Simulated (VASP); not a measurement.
Write the native input for VASP 6.6.1 that does the following.

```yaml
Task: single point
Functional: r2SCAN
Potentials_or_basis: VASP PAW PBE potentials, release 64 (Si)
Cutoff: 520 eV
k_mesh: 12 × 12 × 4
Occupations: gaussian, width 0.05 eV
Spin: no spin polarisation
Dipole_correction: no
Further_INCAR_settings: ALGO = Normal; EDIFF = 1e-06; NBANDS = 16
```

Crystal: Si.

```
CELL_PARAMETERS angstrom
3.83191 0.00000 0.00000
-1.91595 3.31853 0.00000
0.00000 0.00000 6.34182
ATOMIC_POSITIONS crystal
Si 0.33333 0.66667 0.03471
Si 0.66667 0.33333 0.56309
Si 0.33333 0.66667 0.43691
Si 0.66667 0.33333 0.93691
```

This cell differs from its parent crystal: atom 1 (Si) moved -0.180 Å along Cartesian [0 0 1].

One way to write it, as run:

POSCAR

```
Si
1.0
    3.8319083582      0.0000000000      0.0000000000
   -1.9159541791      3.3185299832      0.0000000000
    0.0000000000      0.0000000000      6.3418199288
Si
4
Direct
    0.3333333333      0.6666666667      0.0347078588
    0.6666666667      0.3333333333      0.5630908785
    0.3333333333      0.6666666667      0.4369091215
    0.6666666667      0.3333333333      0.9369091215
```

INCAR.step1

```
PREC = Accurate
ENCUT = 520
ISMEAR = 0
SIGMA = 0.05
LREAL = F
LASPH = T
NELM = 60
NBANDS = 16
GGA = PE
ALGO = Normal
EDIFF = 1E-4
LWAVE = T
LCHARG = F
```

INCAR.step2

```
PREC = Accurate
ENCUT = 520
EDIFF = 1E-6
ISMEAR = 0
SIGMA = 0.05
LREAL = F
LASPH = T
NELM = 60
ALGO = Normal
ISIF = 2
LWAVE = F
LCHARG = F
METAGGA = R2SCAN
LMIXTAU = T
NBANDS = 16
ISTART = 1
```

KPOINTS

```
regular mesh
0
Gamma
  12 12 4
```

Potentials or basis: VASP PAW PBE potentials, release 64 (Si).

Run with:

```sh
$ cat potpaw_PBE.64/Si/POTCAR > POTCAR
$ cp INCAR.step1 INCAR
$ mpirun -np 1 vasp_std > vasp.out
$ cp INCAR.step2 INCAR
$ mpirun -np 1 vasp_std > vasp.out
```

Results of the run:

```yaml
Pressure: 0.4 GPa
Largest_force: 2.117 eV/Å
Band_gap_on_the_k_mesh: 0.34 eV, indirect (least direct gap 1.09 eV)
```

Caveat: the cell differs from its parent crystal (atom 1 (Si) moved -0.180 Å along Cartesian [0 0 1]); the PAW data sets were made with another functional, which shifts forces and pressure a little.

Run time: 94 s on 1 thread of Intel(R) Xeon(R) 6975P-C (Granite Rapids), with other jobs on the host, peak memory 0.22 GiB.
